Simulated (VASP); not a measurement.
# Al7C (Fm-3m) in VASP: further runs

The runs below take Al7C through single point, relaxation of cell and atoms, with PBE.

All numbers are computed with VASP 6.6.1; they aren't measurements. Logs are shortened: lines on timing, memory, paths and dates and some standing lists are left out, and cuts for length are marked.

## Step 1: The cell of the first run

The structure is cubic, space group Fm-3m (No. 225). The conventional cell has a = 9.261 Å, b = 9.261 Å, c = 9.261 Å, α = 90.00°, β = 90.00°, γ = 90.00°. Within 2.7 Å of Al (site symmetry 4mm) lie 1 C at 2.06 Å and 1 Al at 2.57 Å. Within 3.4 Å of Al (site symmetry m-3m) lie 6 Al at 2.57 Å. C (site symmetry m-3m) has 6 Al at 2.06 Å within 2.7 Å.

## Step 2: Single point, PBE

File INCAR:

```
PREC = Accurate ; ENCUT = 520
EDIFF = 1E-6 ; ISMEAR = 0
SIGMA = 0.1 ; LREAL = False
LASPH = True ; NELM = 100
ALGO = Normal ; ISIF = 2
LWAVE = False ; LCHARG = False
GGA = PE ; NBANDS = 22
```

File KPOINTS:

```
regular mesh
0
Gamma
  8 8 8
```

File POSCAR:

```
Al7C
1.0
    0.0000000000      4.6306485653      4.6306485653
    4.6306485653      0.0000000000      4.6306485653
    4.6306485653      4.6306485653      0.0000000000
Al C
7 1
Direct
    0.2226568907      0.7773431093      0.7773431093
    0.7773431093      0.2226568907      0.2226568907
    0.7773431093      0.2226568907      0.7773431093
    0.2226568907      0.7773431093      0.2226568907
    0.7773431093      0.7773431093      0.2226568907
    0.2226568907      0.2226568907      0.7773431093
    0.5000000000      0.5000000000      0.5000000000
    0.0000000000      0.0000000000      0.0000000000
```

Potentials or basis: VASP PAW PBE potentials, release 64 (Al, C).

Command:

```
cat potpaw_PBE.64/Al/POTCAR potpaw_PBE.64/C/POTCAR > POTCAR
mpirun -np 1 vasp_std > vasp.out
```

OUTCAR:

```text
PREC = Accurate
   ENCUT = 520
   EDIFF = 1E-6
   ISMEAR = 0
   LREAL = False
   LASPH = True
   NELM = 100
   ISIF = 2
   GGA = PE

 ion  position               nearest neighbor table
   1  0.223  0.777  0.777-   8 2.06   7 2.57   5 2.92   6 2.92   3 2.92   4 2.92
   2  0.777  0.223  0.223-   8 2.06   7 2.57   5 2.92   6 2.92   3 2.92   4 2.92
   3  0.777  0.223  0.777-   8 2.06   7 2.57   5 2.92   6 2.92   1 2.92   2 2.92
   4  0.223  0.777  0.223-   8 2.06   7 2.57   5 2.92   6 2.92   1 2.92   2 2.92
   5  0.777  0.777  0.223-   8 2.06   7 2.57   3 2.92   4 2.92   1 2.92   2 2.92
   6  0.223  0.223  0.777-   8 2.06   7 2.57   3 2.92   4 2.92   1 2.92   2 2.92
   7  0.500  0.500  0.500-   1 2.57   2 2.57   3 2.57   4 2.57   5 2.57   6 2.57
   8  0.000  0.000  0.000-   1 2.06   2 2.06   3 2.06   4 2.06   5 2.06   6 2.06

  LATTYP: Found a face centered cubic cell.
 ALAT       =     9.2612971306

  Lattice vectors:

 A1 = (   0.0000000000,   4.6306485653,   4.6306485653)
 A2 = (   4.6306485653,   0.0000000000,   4.6306485653)
 A3 = (   4.6306485653,   4.6306485653,   0.0000000000)

Analysis of symmetry for initial positions (statically):
=====================================================================
 Subroutine PRICEL returns:
 Original cell was already a primitive cell.

 Routine SETGRP: Setting up the symmetry group for a
 face centered cubic supercell.

 Subroutine GETGRP returns: Found 48 space group operations
 (whereof 48 operations were pure point group operations)
 out of a pool of 48 trial point group operations.

The static configuration has the point symmetry O_h .

Analysis of symmetry for dynamics (positions and initial velocities):
=====================================================================
 Subroutine PRICEL returns:
 Original cell was already a primitive cell.

 Routine SETGRP: Setting up the symmetry group for a
 face centered cubic supercell.

 Subroutine GETGRP returns: Found 48 space group operations
 (whereof 48 operations were pure point group operations)
 out of a pool of 48 trial point group operations.

The dynamic configuration has the point symmetry O_h .

 Subroutine INISYM returns: Found 48 space group operations
 (whereof 48 operations are pure point group operations),
 and found     1 'primitive' translations

----------------------------------------------------------------------------------------

                                     Primitive cell
[... 103 lines left out ...]
   EDIFF  = 0.1E-05   stopping-criterion for ELM
   LREAL  =      F    real-space projection
   EDIFFG = 0.1E-04   stopping-criterion for IOM
   NSW    =      0    number of steps for IOM
   IBRION =     -1    ionic relax: 0-MD 1-quasi-New 2-CG
   NFREE  =      0    steps in history (QN), initial steepest desc. (CG)
   ISIF   =      2    stress and relaxation
   ISYM   =      2    0-nonsym 1-usesym 2-fastsym
   POTIM  = 0.5000    time-step for ionic-motion
   TEBEG  =    0.0;   TEEND  =   0.0 temperature during run
   PSTRESS=    0.0 pullay stress
   NELECT =      25.0000    total number of electrons
   NUPDOWN=      -1.0000    fix difference up-down
   EMIN   =  10.00;   EMAX   =-10.00  energy-range for DOS
   EFERMI =   0.00;   METHOD = LEGACY
   ISMEAR =     0;   SIGMA  =   0.10  broadening in eV -4-tet -1-fermi 0-gaus
   EFERMI_NEDOS =   21; number of points for ismear=-14 and -15
   IALGO  =     38    algorithm
   IMIX   =      4    mixing-type and parameters
     AMIX     =   0.40;   BMIX     =  1.00
     AMIX_MAG =   1.60;   BMIX_MAG =  1.00
  volume/ion in A,a.u.               =      24.82       167.52
  Fermi-wavevector in a.u.,A,eV,Ry     =   0.820483  1.550488  9.159342  0.673193
  Thomas-Fermi vector in A             =   1.931473
   LORBIT       =      0    0 simple, 1 ext, 2 COOP (PROOUT), +10 PAW based schemes
   GGA     = PE    functional components
   LHFCALC =     F    Hartree Fock is set to
   AEXX    =    0.0000 exact exchange contribution
   IVDW    =     0    specifies the selected vdW correction
   LEPSILON=     F    determine dielectric tensor
   LRPA    =     F    only Hartree local field effects (RPA)
 non-spin polarized calculation
 Gauss-broadening in eV      SIGMA  =   0.10
  energy-cutoff  :      520.00
  volume of cell :      198.59
 maximum number of plane-waves:      5363
 NGX is ok and might be reduce to    50
   NGX = 25   NGY = 25   NGZ = 25

 number of electron      25.0000000 magnetization

 Free energy of the ion-electron system (eV)
  ---------------------------------------------------
  ext. energy  EPLUGINS =         0.00000000
  ---------------------------------------------------
  free energy    TOTEN  =       -28.48287637 eV

  energy without entropy =      -28.45813062  energy(sigma->0) =      -28.47050350

 E-fermi :   3.2889     XC(G=0):  -8.2058

 val. band max:        3.2840742103   @ k =  -0.3750   0.3750   0.0000
 cond. band min:       3.3185505226   @ k =  -0.3750   0.5000   0.1250
 fundamental gap:      0.0344763124
 Fermi energy:         3.2889174850

 k-point     1 :       0.0000    0.0000    0.0000
  band No.  band energies     occupation
      1      -9.8803      2.00000
      2      -3.9718      2.00000
      3      -3.2005      2.00000
      4      -3.2005      2.00000
      5      -3.2005      2.00000
      6       0.4582      2.00000
[... 589 lines left out ...]
     21       6.9858      0.00000
     22       7.4296      0.00000

 [... further k-points ...]
[... 5 lines left out ...]
  --------------------------------------------------------------------------------------
  -------------------------------------------------------------------------------------
  Total       -0.0418772     -0.0418772     -0.0418772     -0.0000000     -0.0000000      0.0000000
  in kB       -0.3378568     -0.3378568     -0.3378568     -0.0000000     -0.0000000      0.0000000
  external PRESSURE =      -0.3378568 kB  Pullay stress =       0.0000000 kB

 VOLUME and BASIS-vectors are now :
 -----------------------------------------------------------------------------
  energy-cutoff  :      520.00
  volume of cell :      198.59
      direct lattice vectors                 reciprocal lattice vectors
     0.000000000  4.630648565  4.630648565    -0.107976235  0.107976235  0.107976235
     4.630648565  0.000000000  4.630648565     0.107976235 -0.107976235  0.107976235
     4.630648565  4.630648565  0.000000000     0.107976235  0.107976235 -0.107976235

 POSITION                                       TOTAL-FORCE (eV/Angst)
 -----------------------------------------------------------------------------------
      7.19921      4.63065      4.63065         0.009168     -0.000000      0.000000
      2.06209      4.63065      4.63065        -0.009168     -0.000000      0.000000
      4.63065      7.19921      4.63065         0.000000      0.009168      0.000000
      4.63065      2.06209      4.63065         0.000000     -0.009168      0.000000
      4.63065      4.63065      7.19921         0.000000     -0.000000      0.009168
      4.63065      4.63065      2.06209         0.000000     -0.000000     -0.009168
      4.63065      4.63065      4.63065         0.000000     -0.000000      0.000000
      0.00000      0.00000      0.00000         0.000000     -0.000000      0.000000
 -----------------------------------------------------------------------------------
    total drift:                               -0.000000     -0.000000     -0.000000

  FREE ENERGIE OF THE ION-ELECTRON SYSTEM (eV)
  ---------------------------------------------------
  free  energy   TOTEN  =       -28.4828763744 eV

  energy  without entropy=      -28.4581306247  energy(sigma->0) =      -28.47050350
```

OSZICAR:

```text
N       E                     dE             d eps       ncg     rms          rms(c)
DAV:   1     0.414358771946E+02    0.41436E+02   -0.82881E+03  1276   0.862E+02
DAV:   2    -0.246125811048E+02   -0.66048E+02   -0.62678E+02  1620   0.118E+02
DAV:   3    -0.320540941705E+02   -0.74415E+01   -0.72597E+01  1790   0.350E+01
DAV:   4    -0.322763847337E+02   -0.22229E+00   -0.22209E+00  1542   0.743E+00
DAV:   5    -0.322816853847E+02   -0.53007E-02   -0.53004E-02  1730   0.124E+00    0.927E+00
DAV:   6    -0.286046178337E+02    0.36771E+01   -0.15461E+01  1682   0.191E+01    0.325E+00
DAV:   7    -0.285321464426E+02    0.72471E-01   -0.14497E+00  1408   0.622E+00    0.220E+00
DAV:   8    -0.284996682418E+02    0.32478E-01   -0.37434E-01  1502   0.255E+00    0.820E-01
DAV:   9    -0.284825130233E+02    0.17155E-01   -0.62780E-02  1716   0.150E+00    0.292E-01
DAV:  10    -0.284825433178E+02   -0.30294E-04   -0.16889E-02  1436   0.717E-01    0.162E-01
DAV:  11    -0.284831119546E+02   -0.56864E-03   -0.54715E-03  1584   0.347E-01    0.118E-01
DAV:  12    -0.284828840760E+02    0.22788E-03   -0.18404E-03  1760   0.229E-01    0.361E-02
DAV:  13    -0.284828723682E+02    0.11708E-04   -0.43996E-04  1488   0.118E-01    0.160E-02
DAV:  14    -0.284828825734E+02   -0.10205E-04   -0.10868E-04  1568   0.440E-02    0.135E-02
DAV:  15    -0.284828760892E+02    0.64842E-05   -0.33075E-05  1670   0.287E-02    0.233E-03
DAV:  16    -0.284828763744E+02   -0.28518E-06   -0.68711E-06  1426   0.124E-02
   1 F= -.28482876E+02 E0= -.28470503E+02  d E =-.247457E-01
```

Run time: 2.3 min. Hardware: 1 thread of Intel Xeon Platinum 8488C (Sapphire Rapids), shared host; peak memory 0.38 GiB.

Results:

```
Free energy   : -28.4829 eV
Pressure      : 0.0 GPa
Largest force : 0.009 eV/Å
```

Forces on the atoms (eV/Å):
```
Al   0.009  0.000  0.000
Al  -0.009  0.000  0.000
Al   0.000  0.009  0.000
Al   0.000 -0.009  0.000
Al   0.000  0.000  0.009
Al   0.000  0.000 -0.009
Al   0.000  0.000  0.000
C    0.000  0.000  0.000
```

## Step 3: Relaxation of cell and atoms, PBE

File INCAR:

```
PREC = Accurate ; ENCUT = 600
EDIFF = 1E-7 ; ISMEAR = 0
SIGMA = 0.1 ; LREAL = F
LASPH = T ; NELM = 60
ALGO = Normal ; ISIF = 3
LWAVE = F ; LCHARG = F
GGA = PE ; IBRION = 2
NSW = 100 ; EDIFFG = -0.01
```

KPOINTS is that of step 2.

File POSCAR:

```
Al7C
1.0
    0.0000000000      4.6320866079      4.6320866079
    4.6320866079      0.0000000000      4.6320866079
    4.6320866079      4.6320866079      0.0000000000
Al C
7 1
Direct
    0.2228145862      0.7771854138      0.7771854138
    0.7771854138      0.2228145862      0.2228145862
    0.7771854138      0.2228145862      0.7771854138
    0.2228145862      0.7771854138      0.2228145862
    0.7771854138      0.7771854138      0.2228145862
    0.2228145862      0.2228145862      0.7771854138
    0.5000000000      0.5000000000      0.5000000000
    0.0000000000      0.0000000000      0.0000000000
```

Potentials or basis: VASP PAW PBE potentials, release 64 (Al, C).

Command:

```
cat potpaw_PBE.64/Al/POTCAR potpaw_PBE.64/C/POTCAR > POTCAR
mpirun -np 1 vasp_std > vasp.out
```

OUTCAR:

```text
PREC = Accurate
   ENCUT = 600
   EDIFF = 1E-7
   ISMEAR = 0
   LREAL = F
   LASPH = T
   NELM = 60
   ISIF = 3
   GGA = PE
   IBRION = 2
   NSW = 100
   EDIFFG = -0.01

 ion  position               nearest neighbor table
   1  0.223  0.777  0.777-   8 2.06   7 2.57   5 2.92   6 2.92   3 2.92   4 2.92
   2  0.777  0.223  0.223-   8 2.06   7 2.57   5 2.92   6 2.92   3 2.92   4 2.92
   3  0.777  0.223  0.777-   8 2.06   7 2.57   5 2.92   6 2.92   1 2.92   2 2.92
   4  0.223  0.777  0.223-   8 2.06   7 2.57   5 2.92   6 2.92   1 2.92   2 2.92
   5  0.777  0.777  0.223-   8 2.06   7 2.57   3 2.92   4 2.92   1 2.92   2 2.92
   6  0.223  0.223  0.777-   8 2.06   7 2.57   3 2.92   4 2.92   1 2.92   2 2.92
   7  0.500  0.500  0.500-   1 2.57   2 2.57   3 2.57   4 2.57   5 2.57   6 2.57
   8  0.000  0.000  0.000-   1 2.06   2 2.06   3 2.06   4 2.06   5 2.06   6 2.06

  LATTYP: Found a face centered cubic cell.
 ALAT       =     9.2641732158

  Lattice vectors:

 A1 = (   0.0000000000,   4.6320866079,   4.6320866079)
 A2 = (   4.6320866079,   0.0000000000,   4.6320866079)
[... 253 lines left out ...]
      3      -3.1973      2.00000
      4      -3.1973      2.00000
      5      -3.1973      2.00000
      6       0.4663      2.00000
[... 457 lines left out ...]
      4      -3.2956      2.00000
      5      -2.5587      2.00000
      6      -0.9991      2.00000
[... 9 lines left out ...]
     16       4.6460      0.00000
     17       5.3900      0.00000

 [... further k-points ...]

------------------------ aborting loop because EDIFF is reached ----------------------------------------

  FORCE on cell =-STRESS in cart. coord.  units (eV):
  Direction    XX          YY          ZZ          XY          YZ          ZX
  --------------------------------------------------------------------------------------
  -------------------------------------------------------------------------------------
  Total        0.0291894      0.0291894      0.0291894      0.0000000      0.0000000      0.0000000
  in kB        0.2358588      0.2358588      0.2358588      0.0000000      0.0000000      0.0000000
  external PRESSURE =       0.2358588 kB  Pullay stress =       0.0000000 kB

 VOLUME and BASIS-vectors are now :
 -----------------------------------------------------------------------------
  energy-cutoff  :      600.00
  volume of cell :      198.28
      direct lattice vectors                 reciprocal lattice vectors
     0.000000000  4.628259117  4.628259117    -0.108031981  0.108031981  0.108031981
     4.628259117  0.000000000  4.628259117     0.108031981 -0.108031981  0.108031981
     4.628259117  4.628259117  0.000000000     0.108031981  0.108031981 -0.108031981

 POSITION                                       TOTAL-FORCE (eV/Angst)
 -----------------------------------------------------------------------------------
      7.19562      4.62826      4.62826         0.002041      0.000000      0.000000
      2.06090      4.62826      4.62826        -0.002041      0.000000      0.000000
      4.62826      7.19562      4.62826         0.000000      0.002041      0.000000
      4.62826      2.06090      4.62826         0.000000     -0.002041      0.000000
      4.62826      4.62826      7.19562         0.000000      0.000000      0.002041
      4.62826      4.62826      2.06090         0.000000      0.000000     -0.002041
      4.62826      4.62826      4.62826        -0.000000      0.000000      0.000000
      0.00000      4.62826      4.62826         0.000000     -0.000000      0.000000
 -----------------------------------------------------------------------------------
    total drift:                                0.000000      0.000000     -0.000000

  FREE ENERGIE OF THE ION-ELECTRON SYSTEM (eV)
  ---------------------------------------------------
  free  energy   TOTEN  =       -28.4841370070 eV

  energy  without entropy=      -28.4593319906  energy(sigma->0) =      -28.47173450

 reached required accuracy - stopping structural energy minimisation
```

OSZICAR:

```text
N       E                     dE             d eps       ncg     rms          rms(c)
[... 21 lines left out ...]
DAV:   1    -0.284842037118E+02   -0.37312E-03   -0.59317E-03   993   0.463E-01    0.575E-02
DAV:   2    -0.284841560418E+02    0.47670E-04   -0.52049E-04  1355   0.119E-01    0.266E-02
DAV:   3    -0.284841404306E+02    0.15611E-04   -0.50470E-05  1238   0.449E-02    0.139E-02
DAV:   4    -0.284841374673E+02    0.29633E-05   -0.20923E-05  1199   0.222E-02    0.813E-03
DAV:   5    -0.284841368930E+02    0.57425E-06   -0.10066E-05  1650   0.167E-02    0.349E-03
DAV:   6    -0.284841367778E+02    0.11521E-06   -0.17405E-06  1359   0.863E-03    0.238E-03
DAV:   7    -0.284841369194E+02   -0.14157E-06   -0.78199E-07  1155   0.449E-03    0.167E-03
DAV:   8    -0.284841370070E+02   -0.87584E-07   -0.14113E-07   526   0.222E-03
   2 F= -.28484137E+02 E0= -.28471734E+02  d E =-.306373E-03
```

Wall time 4.6 min (1 thread of Intel Xeon Platinum 8488C (Sapphire Rapids), shared host); peak memory 0.46 GiB.

Results:

```
Free energy                            : -28.4841 eV
Relaxed volume                         : 24.79 Å³/atom
Relaxed cell                           : a = 6.545 Å, b = 6.545 Å, c = 6.545 Å, α = 60.00°, β = 60.00°, γ = 60.00°
Space group after relaxing (to 0.05 Å) : Fm-3m (No. 225)
Energy gained by relaxing              : 0.0 meV/atom
Ionic steps                            : 2
Pressure after relaxing                : 0.0 GPa
```

Forces in eV/Å, atoms in the order of the input:
```
Al   0.002  0.000  0.000
Al  -0.002  0.000  0.000
Al   0.000  0.002  0.000
Al   0.000 -0.002  0.000
Al   0.000  0.000  0.002
Al   0.000  0.000 -0.002
Al   0.000  0.000  0.000
C    0.000  0.000  0.000
```

The path:
```csv
step,energy change (eV),largest force (eV/Å),pressure (GPa),volume (Å³)
1,0.0000,0.0330,-0.11,198.77
2,-0.0003,0.0020,0.02,198.28
```

Final structure:
```
Al C
1.0
     0.00000    4.62826    4.62826
     4.62826    0.00000    4.62826
     4.62826    4.62826    0.00000
Al C
7 1
Direct
  0.22264 0.77736 0.77736
  0.77736 0.22264 0.22264
  0.77736 0.22264 0.77736
  0.22264 0.77736 0.22264
  0.77736 0.77736 0.22264
  0.22264 0.22264 0.77736
  0.50000 0.50000 0.50000
  0.00000 0.00000 0.00000
```
